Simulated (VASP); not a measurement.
SrTe, 2 atoms in the cell. The structure is cubic, space group Fm-3m (No. 225). The conventional cell has a = 6.672 Å, b = 6.672 Å, c = 6.672 Å, α = 90.00°, β = 90.00°, γ = 90.00°. Within 4.4 Å of Sr (site symmetry m-3m) lie 6 Te at 3.34 Å. Within 4.4 Å of Te (site symmetry m-3m) lie 6 Sr at 3.34 Å.  This cell differs from its parent crystal: strain -0.5%.

* Program: VASP 6.6.1
* Task: single point
* Functional: PBE
* Potentials or basis: VASP PAW PBE potentials, release 64 (Sr_sv, Te)
* Cutoff: 500 eV
* k mesh: 4 × 4 × 4
* Occupations: gaussian, width 0.01 eV
* Spin: no spin polarisation
* Dipole correction: no
* Further INCAR settings: ALGO = Normal; EDIFF = 1e-06; NBANDS = 15

Potentials or basis: VASP PAW PBE potentials, release 64 (Sr_sv, Te).

Command:

```bash
$ cat potpaw_PBE.64/Sr_sv/POTCAR potpaw_PBE.64/Te/POTCAR > POTCAR
$ mpirun -np 1 vasp_std > vasp.out
```

Hardware: 1 thread of AMD EPYC 7R13 (shared host).

Question: How long does it take, and how much memory?

Answer: It took 16 s on 1 thread of AMD EPYC 7R13 (shared host), peak memory 0.17 GiB. Counts: scf iterations 12, k points 8.
